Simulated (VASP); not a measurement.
# HfO2 (Fm-3m) in VASP: single point with PBE

Aim: the single point of HfO2 with PBE.

Everything below comes from runs of VASP 6.6.1. Logs are shortened: lines on timing, memory, paths and dates and some standing lists are left out, and cuts for length are marked.

### Step 1. The cell of the first run

Symmetry: Fm-3m, No. 225, cubic system. Conventional cell: a = 5.098 Å, b = 5.098 Å, c = 5.098 Å, α = 90.00°, β = 90.00°, γ = 90.00°. Within 2.9 Å of Hf (site symmetry m-3m) lie 8 O at 2.21 Å. O (site symmetry -43m) has 4 Hf at 2.21 Å and 6 O at 2.55 Å within 2.9 Å.

### Step 2. Single point, PBE

The input, INCAR:

```
  PREC = Accurate
  ENCUT = 520
  EDIFF = 1E-6
  ISMEAR = 0
  SIGMA = 0.02
  LREAL = False
  LASPH = True
  NELM = 80
  ALGO = Normal
  ISIF = 2
  LWAVE = False
  LCHARG = True
  GGA = PE
  LELF = True
  LVHAR = True
  NBANDS = 18
```

The input, KPOINTS:

```
Automatic mesh
0
Gamma
  8 8 8
```

The input, POSCAR:

```
HfO2
1.0
    0.0000000000      2.5490681431      2.5490681431
    2.5490681431      0.0000000000      2.5490681431
    2.5490681431      2.5490681431      0.0000000000
Hf O
1 2
Direct
    0.0000000000      0.0000000000      0.0000000000
    0.2500000000      0.2500000000      0.2500000000
    0.7500000000      0.7500000000      0.7500000000
```

Potentials or basis: VASP PAW PBE potentials, release 64 (Hf_pv, O).

On the command line:

```sh
$ cat potpaw_PBE.64/Hf_pv/POTCAR potpaw_PBE.64/O/POTCAR > POTCAR
$ mpirun -np 1 vasp_std > vasp.out
```

OUTCAR:

```text
PREC = Accurate
   ENCUT = 520
   EDIFF = 1E-6
   ISMEAR = 0
   LREAL = False
   LASPH = True
   NELM = 80
   ISIF = 2
   GGA = PE

 ion  position               nearest neighbor table
   1  0.000  0.000  0.000-   2 2.21   3 2.21   3 2.21   3 2.21   3 2.21   2 2.21   2 2.21   2 2.21

   2  0.250  0.250  0.250-   1 2.21   1 2.21   1 2.21   1 2.21
   3  0.750  0.750  0.750-   1 2.21   1 2.21   1 2.21   1 2.21

  LATTYP: Found a face centered cubic cell.
 ALAT       =     5.0981362862

  Lattice vectors:

 A1 = (   0.0000000000,   2.5490681431,   2.5490681431)
 A2 = (   2.5490681431,   0.0000000000,   2.5490681431)
 A3 = (   2.5490681431,   2.5490681431,   0.0000000000)

Analysis of symmetry for initial positions (statically):
=====================================================================
 Subroutine PRICEL returns:
 Original cell was already a primitive cell.

 Routine SETGRP: Setting up the symmetry group for a
 face centered cubic supercell.

 Subroutine GETGRP returns: Found 48 space group operations
 (whereof 48 operations were pure point group operations)
 out of a pool of 48 trial point group operations.

The static configuration has the point symmetry O_h .

Analysis of symmetry for dynamics (positions and initial velocities):
=====================================================================
 Subroutine PRICEL returns:
 Original cell was already a primitive cell.

 Routine SETGRP: Setting up the symmetry group for a
 face centered cubic supercell.

 Subroutine GETGRP returns: Found 48 space group operations
 (whereof 48 operations were pure point group operations)
 out of a pool of 48 trial point group operations.

The dynamic configuration has the point symmetry O_h .

 Subroutine INISYM returns: Found 48 space group operations
 (whereof 48 operations are pure point group operations),
 and found     1 'primitive' translations

----------------------------------------------------------------------------------------

                                     Primitive cell

  volume of cell :      33.1264

  direct lattice vectors                    reciprocal lattice vectors
     0.000000000  2.549068143  2.549068143    -0.196150111  0.196150111  0.196150111
     2.549068143  0.000000000  2.549068143     0.196150111 -0.196150111  0.196150111
     2.549068143  2.549068143  0.000000000     0.196150111  0.196150111 -0.196150111

  length of vectors
     3.604926739  3.604926739  3.604926739     0.339741959  0.339741959  0.339741959

  position of ions in fractional coordinates (direct lattice)
     0.000000000  0.000000000  0.000000000
     0.250000000  0.250000000  0.250000000
     0.750000000  0.750000000  0.750000000

  ion indices of the primitive-cell ions
   primitive index   ion index
                 1           1
                 2           2
                 3           3

----------------------------------------------------------------------------------------

 KPOINTS: Automatic mesh

Automatic generation of k-mesh.
 Grid dimensions read from file:
 generate k-points for:    8    8    8

 Generating k-lattice:

  Cartesian coordinates                     Fractional coordinates (reciprocal lattice)
    -0.024518764  0.024518764  0.024518764     0.125000000  0.000000000  0.000000000
     0.024518764 -0.024518764  0.024518764     0.000000000  0.125000000  0.000000000
     0.024518764  0.024518764 -0.024518764     0.000000000  0.000000000  0.125000000

  Length of vectors
     0.042467745  0.042467745  0.042467745

  Shift w.r.t. Gamma in fractional coordinates (k-lattice)
     0.000000000  0.000000000  0.000000000

 Subroutine IBZKPT returns following result:
 ===========================================

 Found     29 irreducible k-points:

 Following reciprocal coordinates:
            Coordinates               Weight
  0.000000  0.000000  0.000000      1.000000
  0.125000  0.000000  0.000000      8.000000
  0.250000  0.000000  0.000000      8.000000
  0.375000  0.000000  0.000000      8.000000
  0.500000  0.000000  0.000000      4.000000
  0.125000  0.125000  0.000000      6.000000
[... 16 lines left out ...]
  0.500000  0.250000  0.125000     48.000000
 -0.375000  0.250000  0.125000     24.000000
 [... further k-points ...]
   k-points           NKPTS =     29   k-points in BZ     NKDIM =     29   number of bands    NBANDS=     18
   number of dos      NEDOS =    301   number of ions     NIONS =      3
   total plane-waves  NPLWV =  21952
   dimension x,y,z NGX =    28 NGY =   28 NGZ =   28
   dimension x,y,z NGXF=    56 NGYF=   56 NGZF=   56
   ions per type =               1   2
   NGX,Y,Z   is equivalent  to a cutoff of  12.91, 12.91, 12.91 a.u.
   NGXF,Y,Z  is equivalent  to a cutoff of  25.83, 25.83, 25.83 a.u.
 SYSTEM =  unknown system
   PREC   = accura    normal or accurate (medium, high low for compatibility)
   ISTART =      0    job   : 0-new  1-cont  2-samecut
   ICHARG =      2    charge: 1-file 2-atom 10-const
   ISPIN  =      1    spin polarized calculation?
   LNONCOLLINEAR =      F non collinear calculations
   LSORBIT =      F    spin-orbit coupling
   LASPH  =      T    aspherical Exc in radial PAW
   ENCUT  =  520.0 eV  38.22 Ry    6.18 a.u.   6.70  6.70  6.70*2*pi/ulx,y,z
   NELM   =     80;   NELMIN=  2; NELMDL= -5     # of ELM steps
   EDIFF  = 0.1E-05   stopping-criterion for ELM
   LREAL  =      F    real-space projection
   EDIFFG = 0.1E-04   stopping-criterion for IOM
   NSW    =      0    number of steps for IOM
   IBRION =     -1    ionic relax: 0-MD 1-quasi-New 2-CG
   NFREE  =      0    steps in history (QN), initial steepest desc. (CG)
   ISIF   =      2    stress and relaxation
   ISYM   =      2    0-nonsym 1-usesym 2-fastsym
   POTIM  = 0.5000    time-step for ionic-motion
   TEBEG  =    0.0;   TEEND  =   0.0 temperature during run
   PSTRESS=    0.0 pullay stress
   NELECT =      22.0000    total number of electrons
   NUPDOWN=      -1.0000    fix difference up-down
   EMIN   =  10.00;   EMAX   =-10.00  energy-range for DOS
   EFERMI =   0.00;   METHOD = LEGACY
   ISMEAR =     0;   SIGMA  =   0.02  broadening in eV -4-tet -1-fermi 0-gaus
   EFERMI_NEDOS =   21; number of points for ismear=-14 and -15
   IALGO  =     38    algorithm
   IMIX   =      4    mixing-type and parameters
     AMIX     =   0.40;   BMIX     =  1.00
     AMIX_MAG =   1.60;   BMIX_MAG =  1.00
  volume/ion in A,a.u.               =      11.04        74.52
  Fermi-wavevector in a.u.,A,eV,Ry     =   1.428316  2.699126 27.757061  2.040086
  Thomas-Fermi vector in A             =   2.548391
   LORBIT       =      0    0 simple, 1 ext, 2 COOP (PROOUT), +10 PAW based schemes
   GGA     = PE    functional components
   LHFCALC =     F    Hartree Fock is set to
   AEXX    =    0.0000 exact exchange contribution
   IVDW    =     0    specifies the selected vdW correction
   LEPSILON=     F    determine dielectric tensor
   LRPA    =     F    only Hartree local field effects (RPA)
 non-spin polarized calculation
 Gauss-broadening in eV      SIGMA  =   0.02
  energy-cutoff  :      520.00
  volume of cell :       33.13
 maximum number of plane-waves:       911
   NGX = 13   NGY = 13   NGZ = 13

 number of electron      21.9999992 magnetization

 Free energy of the ion-electron system (eV)
  ---------------------------------------------------
  ext. energy  EPLUGINS =         0.00000000
  ---------------------------------------------------
  free energy    TOTEN  =       -30.24312449 eV

  energy without entropy =      -30.24312449  energy(sigma->0) =      -30.24312449

 E-fermi :   4.2502     XC(G=0): -11.7501

 val. band max:        4.1378548747   @ k =   0.5000   0.5000   0.0000
 cond. band min:       7.8943034933   @ k =   0.5000   0.5000   0.0000
 fundamental gap:      3.7564486186
 Fermi energy:         4.2501516834

 k-point     1 :       0.0000    0.0000    0.0000
  band No.  band energies     occupation
      1     -25.6265      2.00000
      2     -25.6265      2.00000
      3     -25.6265      2.00000
      4     -14.4915      2.00000
      5     -11.5408      2.00000
      6      -1.1034      2.00000
[... 10 lines left out ...]
     17      14.3517      0.00000
     18      17.5309      0.00000

 k-point     2 :       0.1250    0.0000    0.0000
  band No.  band energies     occupation
      1     -25.6886      2.00000
      2     -25.6333      2.00000
      3     -25.6333      2.00000
      4     -14.2918      2.00000
      5     -11.7039      2.00000
      6      -0.9562      2.00000
[... 10 lines left out ...]
     17      14.0963      0.00000
     18      17.4951      0.00000

 k-point     3 :       0.2500    0.0000    0.0000
  band No.  band energies     occupation
      1     -25.8330      2.00000
      2     -25.6497      2.00000
      3     -25.6497      2.00000
      4     -13.8163      2.00000
      5     -12.0365      2.00000
      6      -0.5910      2.00000
[... 10 lines left out ...]
     17      13.6350      0.00000
     18      16.6339      0.00000

 k-point     4 :       0.3750    0.0000    0.0000
  band No.  band energies     occupation
      1     -25.9706      2.00000
      2     -25.6660      2.00000
      3     -25.6660      2.00000
      4     -13.3990      2.00000
      5     -12.2400      2.00000
      6      -0.2256      2.00000
[... 10 lines left out ...]
     17      13.5705      0.00000
     18      16.1208      0.00000

 k-point     5 :       0.5000    0.0000    0.0000
  band No.  band energies     occupation
      1     -26.0257      2.00000
      2     -25.6727      2.00000
      3     -25.6727      2.00000
      4     -13.2823      2.00000
      5     -12.2477      2.00000
      6      -0.0826      2.00000
[... 10 lines left out ...]
     17      13.3404      0.00000
     18      16.4443      0.00000

 k-point     6 :       0.1250    0.1250    0.0000
  band No.  band energies     occupation
      1     -25.6936      2.00000
      2     -25.6433      2.00000
      3     -25.6433      2.00000
      4     -14.2216      2.00000
      5     -11.7584      2.00000
      6      -0.9387      2.00000
[... 10 lines left out ...]
     17      14.0208      0.00000
     18      17.4495      0.00000

 k-point     7 :       0.2500    0.1250    0.0000
  band No.  band energies     occupation
      1     -25.8003      2.00000
      2     -25.6620      2.00000
      3     -25.6610      2.00000
      4     -13.8246      2.00000
      5     -12.0370      2.00000
      6      -0.6660      2.00000
[... 10 lines left out ...]
     17      13.7035      0.00000
     18      17.1227      0.00000

 k-point     8 :       0.3750    0.1250    0.0000
  band No.  band energies     occupation
      1     -25.9285      2.00000
      2     -25.6884      2.00000
      3     -25.6782      2.00000
      4     -13.3612      2.00000
      5     -12.2875      2.00000
      6      -0.3498      2.00000
[... 10 lines left out ...]
     17      14.0422      0.00000
     18      16.5351      0.00000
[... 229 lines left out ...]
     17      16.0858      0.00000
     18      17.5011      0.00000

 k-point    20 :      -0.3750    0.3750    0.0000
  band No.  band energies     occupation
      1     -25.9650      2.00000
      2     -25.8384      2.00000
      3     -25.7186      2.00000
      4     -12.7336      2.00000
      5     -12.4914      2.00000
      6      -1.5807      2.00000
[... 10 lines left out ...]
     17      16.6643      0.00000
     18      17.4434      0.00000

 k-point    21 :       0.5000    0.5000    0.0000
  band No.  band energies     occupation
      1     -26.0488      2.00000
      2     -25.7405      2.00000
      3     -25.7405      2.00000
      4     -12.7803      2.00000
      5     -12.4199      2.00000
      6      -2.2233      2.00000
[... 10 lines left out ...]
     17      17.1663      0.00000
     18      17.4520      0.00000

 k-point    22 :       0.3750    0.2500    0.1250
  band No.  band energies     occupation
      1     -25.8769      2.00000
      2     -25.7156      2.00000
      3     -25.6706      2.00000
      4     -13.4110      2.00000
      5     -12.2828      2.00000
      6      -0.5994      2.00000
[... 10 lines left out ...]
     17      13.8319      0.00000
     18      17.1649      0.00000

 k-point    23 :       0.5000    0.2500    0.1250
  band No.  band energies     occupation
      1     -25.9445      2.00000
      2     -25.7667      2.00000
      3     -25.6891      2.00000
      4     -13.0342      2.00000
      5     -12.4407      2.00000
      6      -0.6034      2.00000
[... 10 lines left out ...]
     17      14.7741      0.00000
     18      16.9915      0.00000

 k-point    24 :      -0.3750    0.2500    0.1250
  band No.  band energies     occupation
      1     -25.9710      2.00000
      2     -25.7870      2.00000
      3     -25.6983      2.00000
      4     -12.9442      2.00000
      5     -12.4242      2.00000
      6      -0.6074      2.00000
[... 10 lines left out ...]
     17      15.0221      0.00000
     18      16.9631      0.00000

 [... further k-points ...]
[... 5 lines left out ...]
  --------------------------------------------------------------------------------------
  -------------------------------------------------------------------------------------
  Total       -0.7649158     -0.7649158     -0.7649158      0.0000000      0.0000000      0.0000000
  in kB      -36.9955834    -36.9955834    -36.9955834      0.0000000      0.0000000      0.0000000
  external PRESSURE =     -36.9955834 kB  Pullay stress =       0.0000000 kB

 VOLUME and BASIS-vectors are now :
 -----------------------------------------------------------------------------
  energy-cutoff  :      520.00
  volume of cell :       33.13
      direct lattice vectors                 reciprocal lattice vectors
     0.000000000  2.549068143  2.549068143    -0.196150111  0.196150111  0.196150111
     2.549068143  0.000000000  2.549068143     0.196150111 -0.196150111  0.196150111
     2.549068143  2.549068143  0.000000000     0.196150111  0.196150111 -0.196150111

 POSITION                                       TOTAL-FORCE (eV/Angst)
 -----------------------------------------------------------------------------------
      0.00000      0.00000      0.00000        -0.000000     -0.000000     -0.000000
      1.27453      1.27453      1.27453        -0.000000     -0.000000     -0.000000
      3.82360      3.82360      3.82360         0.000000      0.000000      0.000000
 -----------------------------------------------------------------------------------
    total drift:                                0.000000      0.000000      0.000000

  FREE ENERGIE OF THE ION-ELECTRON SYSTEM (eV)
  ---------------------------------------------------
  free  energy   TOTEN  =       -30.2431244895 eV

  energy  without entropy=      -30.2431244895  energy(sigma->0) =      -30.24312449
```

Wall time 16 s (1 thread of Intel Xeon Platinum 8259CL at 2.50GHz (Skylake/Cascade Lake), shared host); peak memory 0.16 GiB.

Results:

| Property | Result |
| --- | --- |
| Free energy | -30.2431 eV |
| Pressure | -3.7 GPa |
| Band gap on the k mesh | 3.76 eV, direct |

Caveat: spin-orbit coupling is left out, which moves the levels of the heavy elements.
